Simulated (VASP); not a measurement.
# Se (P6_3/mmc) in VASP: notebook

Runs on Se. Level: PBE. Tasks: relaxation of cell and atoms.

Everything below comes from runs of VASP 6.6.1. Logs are shortened: lines on timing, memory, paths and dates and some standing lists are left out, and cuts for length are marked.

## 1. The cell of the first run

Symmetry: P6_3/mmc, No. 194, hexagonal system. Conventional cell: a = 2.704 Å, b = 2.704 Å, c = 4.380 Å, α = 90.00°, β = 90.00°, γ = 120.00°. Within 3.5 Å of Se (site symmetry -6m2) lie 12 Se at 2.69 to 2.70 Å.

This isn't the form of Se at room conditions, which is trigonal, of chains.

## 2. Relaxation of cell and atoms, PBE, target pressure 66 GPa, at which the enthalpy is minimised

The input, INCAR:

```
SYSTEM = Se
PREC     = Accurate       ! precision mode
ENCUT    = 600            ! plane-wave cutoff, eV
EDIFF    = 1E-7           ! SCF threshold, eV
ISMEAR   = -1             ! smearing method
SIGMA    = 0.05           ! smearing width, eV
LREAL    = .FALSE.        ! projectors in reciprocal space
LASPH    = .TRUE.         ! aspherical terms in the spheres
NELM     = 80             ! most SCF steps
ALGO     = Normal         ! electronic algorithm
ISIF     = 3              ! what is computed and relaxed
LWAVE    = .FALSE.        ! write WAVECAR
LCHARG   = .FALSE.        ! write CHGCAR
GGA      = PE             ! functional
IBRION   = 2              ! ionic algorithm
NSW      = 60             ! ionic steps
EDIFFG   = -0.005         ! ionic threshold
PSTRESS  = 660.0
```

The input, KPOINTS:

```
regular mesh
0
G
  16 16 9
  0 0 0
```

The input, POSCAR:

```
Se
1.0
    2.7036956438      0.0000000000      0.0000000000
   -1.3518478219      2.3414691116      0.0000000000
    0.0000000000      0.0000000000      4.3799869429
Se
2
Direct
    0.3333333333      0.6666666667      0.2500000000
    0.6666666667      0.3333333333      0.7500000000
```

Potentials or basis: VASP PAW PBE potentials, release 64 (Se).

On the command line:

```bash
$ cat potpaw_PBE.64/Se/POTCAR > POTCAR
$ mpirun -np 1 vasp_std > vasp.out
```

OUTCAR:

```text
SYSTEM = Se
   PREC = Accurate
   ENCUT = 600
   EDIFF = 1E-7
   ISMEAR = -1
   LREAL = .FALSE.
   LASPH = .TRUE.
   NELM = 80
   ISIF = 3
   GGA = PE
   IBRION = 2
   NSW = 60
   EDIFFG = -0.005
   PSTRESS = 660.0

 ion  position               nearest neighbor table
   1  0.333  0.667  0.250-   2 2.69   2 2.69   2 2.69   2 2.69   2 2.69   2 2.69
   2  0.667  0.333  0.750-   1 2.69   1 2.69   1 2.69   1 2.69   1 2.69   1 2.69

  LATTYP: Found a hexagonal cell.
 ALAT       =     2.7036956438
 C/A-ratio  =     1.6200000000

  Lattice vectors:

 A1 = (   2.7036956438,   0.0000000000,   0.0000000000)
 A2 = (  -1.3518478219,   2.3414691116,   0.0000000000)
 A3 = (   0.0000000000,   0.0000000000,   4.3799869429)

Analysis of symmetry for initial positions (statically):
=====================================================================
 Subroutine PRICEL returns:
 Original cell was already a primitive cell.

 Routine SETGRP: Setting up the symmetry group for a
 hexagonal supercell.

 Subroutine GETGRP returns: Found 24 space group operations
 (whereof 12 operations were pure point group operations)
 out of a pool of 24 trial point group operations.

The static configuration has the point symmetry D_3d.
 The point group associated with its full space group is D_6h.

Analysis of symmetry for dynamics (positions and initial velocities):
=====================================================================
 Subroutine PRICEL returns:
 Original cell was already a primitive cell.

 Routine SETGRP: Setting up the symmetry group for a
 hexagonal supercell.

 Subroutine GETGRP returns: Found 24 space group operations
 (whereof 12 operations were pure point group operations)
 out of a pool of 24 trial point group operations.

The dynamic configuration has the point symmetry D_3d.
 The point group associated with its full space group is D_6h.

 Subroutine INISYM returns: Found 24 space group operations
 (whereof 12 operations are pure point group operations),
 and found     1 'primitive' translations

----------------------------------------------------------------------------------------

                                     Primitive cell

  volume of cell :      27.7280

  direct lattice vectors                    reciprocal lattice vectors
     2.703695644  0.000000000  0.000000000     0.369864116  0.213541147  0.000000000
    -1.351847822  2.341469112  0.000000000     0.000000000  0.427082294  0.000000000
     0.000000000  0.000000000  4.379986943     0.000000000  0.000000000  0.228311183

  length of vectors
[... 106 lines left out ...]
   LORBIT       =      0    0 simple, 1 ext, 2 COOP (PROOUT), +10 PAW based schemes
   GGA     = PE    functional components
   LHFCALC =     F    Hartree Fock is set to
   AEXX    =    0.0000 exact exchange contribution
   IVDW    =     0    specifies the selected vdW correction
   LEPSILON=     F    determine dielectric tensor
   LRPA    =     F    only Hartree local field effects (RPA)
 conjugate gradient relaxation of ions
 non-spin polarized calculation
  energy-cutoff  :      600.00
  volume of cell :       27.73
 maximum number of plane-waves:       954
 NGX is ok and might be reduce to    24
   NGX = 11   NGY = 11   NGZ = 17

--------------------------------------- Ionic step        1  -------------------------------------------

 number of electron      12.0000000 magnetization

 Free energy of the ion-electron system (eV)
  ---------------------------------------------------
  ext. energy  EPLUGINS =         0.00000000
  ---------------------------------------------------
  free energy    TOTEN  =        -3.71797062 eV

  energy without entropy =       -3.71068140  energy(sigma->0) =       -3.71432601

------------------------ aborting loop because EDIFF is reached ----------------------------------------

  FORCE on cell =-STRESS in cart. coord.  units (eV):
  Direction    XX          YY          ZZ          XY          YZ          ZX
  --------------------------------------------------------------------------------------
  -------------------------------------------------------------------------------------
  Total       11.9278332     11.9278332      9.7727501      0.0000000      0.0000000      0.0000000
  in kB      689.2124121    689.2124120    564.6876985      0.0000000      0.0000000      0.0000000
  external PRESSURE =     -12.2958258 kB  Pullay stress =     660.0000000 kB
[... 97 lines left out ...]
  energy  without entropy=       -2.8408743199  energy(sigma->0) =       -2.84377912

  enthalpy is  TOTEN    =         7.7823748706 eV   P V=       10.6290587960

[... ionic steps 4 to 16 ...]

--------------------------------------- Ionic step       17  -------------------------------------------

 number of electron      12.0000002 magnetization

------------------------ aborting loop because EDIFF is reached ----------------------------------------
[... 71 lines left out ...]
--------------------------------------- Ionic step       19  -------------------------------------------

 number of electron      12.0000002 magnetization

 Free energy of the ion-electron system (eV)
  ---------------------------------------------------
  ext. energy  EPLUGINS =         0.00000000
  ---------------------------------------------------
  free energy    TOTEN  =        -3.98972889 eV

  energy without entropy =       -3.98245988  energy(sigma->0) =       -3.98609438

 E-fermi :  10.8810     XC(G=0): -12.3482

 val. band max:       10.8309043474   @ k =   0.0625   0.0000   0.1111
 cond. band min:      10.8892945898   @ k =   0.1875   0.1250   0.1111
 fundamental gap:      0.0583902423
 Fermi energy:        10.8809752422

 k-point     1 :       0.0000    0.0000    0.0000
  band No.  band energies     occupation
      1      -9.5543      2.00000
      2      -0.9381      2.00000
      3       1.1416      2.00000
      4      11.0242      0.10778
      5      11.0242      0.10778
      6      14.2682      0.00000
      7      14.2682      0.00000
      8      17.0468      0.00000
      9      18.2105      0.00000
     10      21.4120      0.00000
[... 287 lines left out ...]
 k-point    24 :       0.2500    0.1875    0.0000
  band No.  band energies     occupation
      1      -6.4295      2.00000
      2      -0.8417      2.00000
      3       4.0851      2.00000
      4       4.2677      2.00000
      5       5.0221      2.00000
      6      10.1908      2.00000
      7      10.7862      1.73876
      8      12.1504      0.00000
      9      17.0551      0.00000
     10      18.6190      0.00000

 [... further k-points ...]
[... 5 lines left out ...]
  --------------------------------------------------------------------------------------
  -------------------------------------------------------------------------------------
  Total       11.5511228     11.5511228     11.5553482      0.0000000      0.0000000      0.0000000
  in kB      660.0819272    660.0819271    660.3233883      0.0000000      0.0000000      0.0000000
  external PRESSURE =       0.1624142 kB  Pullay stress =     660.0000000 kB
[... 21 lines left out ...]
  energy  without entropy=       -3.9824598785  energy(sigma->0) =       -3.98609438

  enthalpy is  TOTEN    =         7.5599602187 eV   P V=       11.5496891070

 reached required accuracy - stopping structural energy minimisation
```

OSZICAR:

```text
N       E                     dE             d eps       ncg     rms          rms(c)
DAV:   1     0.561226762236E+02    0.56123E+02   -0.64356E+03  3000   0.122E+03
DAV:   2    -0.169866209273E+01   -0.57821E+02   -0.55773E+02  4568   0.172E+02
DAV:   3    -0.371197812680E+01   -0.20133E+01   -0.19754E+01  3646   0.365E+01
[... 130 lines left out ...]
       N       E                     dE             d eps       ncg     rms          rms(c)
DAV:   1    -0.398972936564E+01   -0.10463E-02   -0.21629E-05  3236   0.329E-02    0.461E-03
DAV:   2    -0.398972913387E+01    0.23178E-06   -0.56295E-07  3198   0.618E-03    0.208E-03
DAV:   3    -0.398972890295E+01    0.23092E-06   -0.12990E-07  1588   0.258E-03    0.359E-04
DAV:   4    -0.398972888829E+01    0.14660E-07   -0.94865E-09  1516   0.912E-04
  19 F= 0.75599602E+01 E0= 0.75635947E+01  d E =-.893862E-06
```

CONTCAR:

```text
Se
   1.00000000000000
     2.8824670620598223   -0.0000000000000000    0.0000000000000000
    -1.4412335310299111    2.4962897011321448   -0.0000000000000000
    -0.0000000000000000    0.0000000000000001    3.8965262171549448
  Se
     2
Direct
     0.3333333332999970    0.6666666667000030    0.2500000000000000
     0.6666666667000030    0.3333333332999970    0.7500000000000000

  0.00000000E+00  0.00000000E+00  0.00000000E+00
  0.00000000E+00  0.00000000E+00  0.00000000E+00
```

Run time: 6 min. Hardware: 1 thread of AMD EPYC 9755, shared host; peak memory 0.16 GiB.

What came out:

| Quantity | Value |
| --- | --- |
| Free energy | -3.9897 eV |
| Relaxed volume | 14.02 Å³/atom |
| Relaxed cell | a = 2.882 Å, b = 2.882 Å, c = 3.897 Å, α = 90.00°, β = 90.00°, γ = 120.00° |
| Space group after relaxing (to 0.1 Å) | P6_3/mmc (No. 194) |
| Energy change on relaxing (the run minimises the enthalpy) | -135.9 meV/atom |
| Ionic steps | 19 |
| Pressure after relaxing | 66.0 GPa |
| Band gap on the k mesh | zero (bands 6 and 7 overlap by 6.36 eV) |

Step by step:
```tsv
step	energy change (eV)	largest force (eV/Å)	pressure (GPa)	volume (Å³)
1	0.0000	0.0000	64.77	27.73
2	0.1228	0.0000	70.48	27.28
3	0.8713	0.0000	97.83	25.80
4	0.2595	0.0000	76.52	26.88
5	0.1565	0.0000	74.29	27.08
6	-0.0032	0.0000	71.10	27.43
7	-0.2833	0.0000	66.58	28.07
8	-0.2089	0.0000	67.85	27.89
9	-0.2244	0.0000	67.59	27.92
10	-0.2480	0.0000	66.74	27.98
11	-0.2632	0.0000	66.18	28.02
12	-0.2623	0.0000	66.21	28.01
13	-0.2615	0.0000	66.24	28.01
14	-0.2658	0.0000	66.15	28.02
15	-0.2701	0.0000	66.06	28.03
16	-0.2705	0.0000	66.06	28.03
17	-0.2711	0.0000	66.04	28.04
18	-0.2707	0.0000	66.04	28.03
19	-0.2718	0.0000	66.02	28.04
```

Final structure:
```
Se
1.0
     2.88247    0.00000    0.00000
    -1.44123    2.49629    0.00000
     0.00000    0.00000    3.89653
Se
2
Direct
  0.33333 0.66667 0.25000
  0.66667 0.33333 0.75000
```

Caveat: the cell is relaxed towards a set pressure, so the run minimises the enthalpy, not the energy.

## 3. Relaxation of cell and atoms, PBE, target pressure 66 GPa, at which the enthalpy is minimised

This run uses another cell than the first one, of 14.00 Å³/atom.

The input, INCAR:

```
ALGO = Normal
EDIFF = 1E-6
EDIFFG = -0.005
ENCUT = 600
GGA = PE
IBRION = 2
ISIF = 3
ISMEAR = -1
LASPH = True
LCHARG = False
LREAL = False
LWAVE = False
NELM = 60
NSW = 32
PREC = Accurate
PSTRESS = 660.0
SIGMA = 0.05
```

The input, KPOINTS:

```
k-points
0
Gamma
  16 16 9
```

The input, POSCAR:

```
Se
1.0
    2.8815446266      0.0000000000      0.0000000000
   -1.4407723133      2.4954908488      0.0000000000
    0.0000000000      0.0000000000      3.8929589768
Se
2
Direct
    0.3333333333      0.6666666667      0.2500000000
    0.6666666667      0.3333333333      0.7500000000
```

Potentials or basis: VASP PAW PBE potentials, release 64 (Se).

On the command line:

```bash
$ cat potpaw_PBE.64/Se/POTCAR > POTCAR
$ mpirun -np 1 vasp_std > vasp.out
```

It took 59 s on 1 thread of AMD EPYC 9755, shared host; peak memory 0.15 GiB.

The run converged. Its results:

| Property | Result |
| --- | --- |
| Free energy | -3.9908 eV |
| Relaxed volume | 14.02 Å³/atom |
| Relaxed cell | a = 2.883 Å, b = 2.883 Å, c = 3.896 Å, α = 90.00°, β = 90.00°, γ = 120.00° |
| Space group after relaxing (to 0.1 Å) | P6_3/mmc (No. 194) |
| Energy change on relaxing (the run minimises the enthalpy) | -9.6 meV/atom |
| Ionic steps | 3 |
| Pressure after relaxing | 66.0 GPa |
| Band gap on the k mesh | zero (bands 6 and 7 overlap by 6.36 eV) |

Stress tensor (GPa, compression positive):
```
65.95  0.00  0.00
 0.00 65.95  0.00
 0.00  0.00 66.03
```

The path:
```csv
step,energy change (eV),largest force (eV/Å),pressure (GPa),volume (Å³)
1,0.0000,0.0000,66.54,27.99
2,-0.0781,0.0000,64.34,28.19
3,-0.0191,0.0000,65.97,28.04
```

Final structure:
```xyz
2
Lattice="2.8829 0.0000 0.0000 -1.4414 2.4967 0.0000 0.0000 0.0000 3.8958" Properties=species:S:1:pos:R:3 pbc="T T T"
Se    0.0000    1.6644    0.9739
Se    1.4414    0.8322    2.9218
```

Levels at points of the mesh, in eV from the Fermi level:
```csv
k point,band 2,band 3,band 4,band 5,band 6,band 7,band 8,band 9,band 10
"(0.00, 0.00, 0.00)",-11.81,-9.74,0.14,0.14,3.38,3.38,6.16,7.33,10.53
"(0.50, 0.00, 0.00)",-13.70,-6.42,-5.43,-3.98,-3.49,-2.28,2.79,3.56,9.60
```

Caveat: the cell is relaxed towards a set pressure, so the run minimises the enthalpy, not the energy.

The gap in the log of VASP goes by the Fermi energy; the results here count the filled bands.